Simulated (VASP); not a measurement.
Write the native input for VASP 6.6.1 that does the following.

- Task: single point
- Functional: r2SCAN
- Potentials or basis: VASP PAW PBE potentials, release 64 (Zr_sv, S)
- Cutoff: 520 eV
- k mesh: 6 × 6 × 6
- Occupations: fermi-dirac, width 0.05 eV
- Spin: no spin polarisation
- Dipole correction: no
- Further INCAR settings: ALGO = Normal; EDIFF = 1e-07; NBANDS = 32

Crystal: Zr3S2.

```
Zr S
1.0
     2.88915    1.66805    3.49741
    -2.88915    1.66805    3.49741
     0.00000   -3.33610    3.49741
Zr S
3 2
Cartesian
  0.9775 1.6931 5.2461
  0.9775 -1.6931 5.2461
  -1.9551 0.0000 5.2461
  0.0000 0.0000 6.9748
  0.0000 0.0000 3.5174
```

These files were run (other wordings do the same):

POSCAR

```
Zr3S2
1.0
    2.8891468074      1.6680496870      3.4974065727
   -2.8891468074      1.6680496870      3.4974065727
    0.0000000000     -3.3360993740      3.4974065727
Zr S
3 2
Direct
    0.8383479914      0.5000000000      0.1616520086
    0.5000000000      0.1616520086      0.8383479914
    0.1616520086      0.8383479914      0.5000000000
    0.6647572705      0.6647572705      0.6647572705
    0.3352427295      0.3352427295      0.3352427295
```

INCAR.step1

```
SYSTEM = Zr3S2
ALGO = Normal ; EDIFF = 1E-4
ENCUT = 520 ; GGA = PE
ISMEAR = -1 ; LASPH = .True.
LCHARG = .False. ; LREAL = .False.
LWAVE = .True. ; NBANDS = 32
NELM = 60 ; PREC = Accurate
SIGMA = 0.05
```

INCAR.step2

```
SYSTEM = Zr3S2
ALGO = Normal ; EDIFF = 1E-7
ENCUT = 520 ; ISIF = 2
ISMEAR = -1 ; ISTART = 1
LASPH = .True. ; LCHARG = .False.
LMIXTAU = .True. ; LREAL = .False.
LWAVE = .False. ; METAGGA = R2SCAN
NBANDS = 32 ; NELM = 60
PREC = Accurate ; SIGMA = 0.05
```

KPOINTS

```
k-points
0
Gamma
  6 6 6
  0 0 0
```

Potentials or basis: VASP PAW PBE potentials, release 64 (Zr_sv, S).

Launch:

```bash
$ cat potpaw_PBE.64/Zr_sv/POTCAR potpaw_PBE.64/S/POTCAR > POTCAR
$ cp INCAR.step1 INCAR
$ mpirun -np 1 vasp_std > vasp.out
$ cp INCAR.step2 INCAR
$ mpirun -np 1 vasp_std > vasp.out
```

It gave:

- Pressure: 0.0 GPa
- Largest force: 0.010 eV/Å
- Band gap on the k mesh: zero (bands 24 and 25 overlap by 0.24 eV)

Caveat: the PAW data sets were made with another functional, which shifts forces and pressure a little.

Wall time 5.4 min on 1 thread of Intel(R) Xeon(R) Platinum 8259CL CPU @ 2.50GHz (Skylake/Cascade Lake), with other jobs on the host, peak memory 0.26 GiB.
